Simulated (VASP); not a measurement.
Here is a VASP 6.6.1 calculation.

INCAR

```
SYSTEM = Sc
  PREC = Accurate
  ENCUT = 520
  EDIFF = 1E-6
  ISMEAR = -1
  SIGMA = 0.1
  LREAL = .False.
  LASPH = .True.
  NELM = 80
  ALGO = Normal
  ISIF = 2
  LWAVE = .False.
  LCHARG = .True.
  GGA = RE
  LELF = .True.
  LVHAR = .True.
  NBANDS = 12
```

Contents of KPOINTS:

```
regular mesh
0
Gamma
  13 13 13
  0 0 0
```

Contents of POSCAR:

```
Sc
1.0
    0.0000000000      2.3678670849      2.3678670849
    2.3678670849      0.0000000000      2.3678670849
    2.3678670849      2.3678670849      0.0000000000
Sc
1
Direct
    0.0000000000      0.0000000000      0.0000000000
```

Potentials or basis: VASP PAW PBE potentials, release 64 (Sc_sv).

The run is started by

```console
$ cat potpaw_PBE.64/Sc_sv/POTCAR > POTCAR
$ mpirun -np 1 vasp_std > vasp.out
```

(1) What does it give for the pressure?

Results:

(1) -1.8 GPa.

Caveat: the PAW data sets were made with another functional, which shifts forces and pressure a little.
